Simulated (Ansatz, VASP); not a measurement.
**Mo: VASP beside Ansatz**

Contents of INCAR:

```
PREC = Accurate
ENCUT = 520
EDIFF = 1E-6
ISMEAR = 0
SIGMA = 0.15
LREAL = False
LASPH = True
NELM = 60
ALGO = Fast
ISIF = 2
LWAVE = False
LCHARG = False
GGA = PS
NBANDS = 13
```

The input KPOINTS:

```
regular mesh
0
Gamma
  18 18 18
```

File POSCAR:

```
Mo
1.0
    2.5987348773      0.0000000000      0.0000000000
   -1.2993674387      2.4874725711      0.0000000000
    0.0000000000      0.0000000000      2.5551807000
Mo
1
Direct
    0.0000000000      0.0000000000      0.5000000000
```

Input for Ansatz:

```yaml
crystal:
  lattice:
    - [2.5987348773, 0.0, 0.0]
    - [-1.2993674387, 2.4874725711, 0.0]
    - [0.0, 0.0, 2.5551807]
  atoms:
    - { symbol: Mo, position: [0.0, 0.0, 0.5] }
basis:
  ecutwfc: 420
kpoints:
  mp_grid: { grid: [18, 18, 18] }
hamiltonian:
  xc: pbesol
scf:
  occupations: { method: gaussian, width: 0.15 }
output:
  forces: true
  stress: true
  eigenvalues: true
```

Change from the starting cell: strain -0.0500 x Voigt [1, -1, 0, 0, 0, 0], atoms carried along.

Alike in both runs: task single point; functional PBEsol; k mesh 18 × 18 × 18; occupations gaussian, width 0.15 eV; no spin polarisation.

|  | VASP | Ansatz |
| --- | --- | --- |
| version | VASP 6.6.1 | Ansatz 0.2.0 |
| potentials or method | VASP PAW PBE potentials, release 64 (Mo_sv), cutoff 520 eV | scalar-relativistic, plane waves, PAW |
| valence electrons in the cell | 14 | 14 |

VASP gave:

| Property | Result |
| --- | --- |
| gap on the k mesh at the Fermi level (eV) | none |
| pressure (GPa) | -1.7 |
| traceless stress, the component that is largest in VASP (GPa) | -5.90 |

Which values does Ansatz return?

gap on the k mesh at the Fermi level (eV): none; pressure (GPa): -2.2; traceless stress, the component that is largest in VASP (GPa): -6.00.

VASP's potentials were made for PBE, not for PBEsol. A gap of «none» marks a metal or a gap that the smearing closes.
